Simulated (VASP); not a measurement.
The system is VGe (zincblende type).

```
V Ge
1.0
     0.00000    2.87783    2.87783
     2.87783    0.00000    2.87783
     2.87783    2.87783    0.00000
V Ge
1 1
Direct
  0.00000 0.00000 0.00000
  0.25000 0.25000 0.25000
```

| Quantity | Value |
| --- | --- |
| Program | VASP 6.6.1 |
| Task | relaxation of cell and atoms |
| Functional | PBE |
| Potentials or basis | VASP PAW PBE potentials, release 64 (V_sv, Ge_d) |
| Cutoff | 600 eV |
| k mesh | 13 × 13 × 13 |
| Occupations | fermi-dirac, width 0.05 eV |
| Spin | no spin polarisation |

At the start: pressure -4.7 GPa; volume 23.83 Å³/atom.

Q: Where does the relaxation end?

A: Over 3 steps the energy falls by 26.6 meV/atom and the volume is 22.13 Å³/atom (-7.2 %); space group F-43m (No. 216, to 0.1 Å) before and after.

Step by step:
```
step  energy change (eV)  largest force (eV/Å)  pressure (GPa)  volume (Å³)
   1              0.0000                0.0000           -4.70        47.67
   2             -0.0446                0.0000            2.25        43.01
   3             -0.0533                0.0000            0.02        44.26
```

Final structure:
```yaml
crystal:
  lattice:
    - [0.00000, 2.80750, 2.80750]
    - [2.80750, 0.00000, 2.80750]
    - [2.80750, 2.80750, 0.00000]
  atoms:
    - { symbol: V, position: [0.00000, 0.00000, 0.00000] }
    - { symbol: Ge, position: [0.25000, 0.25000, 0.25000] }
```
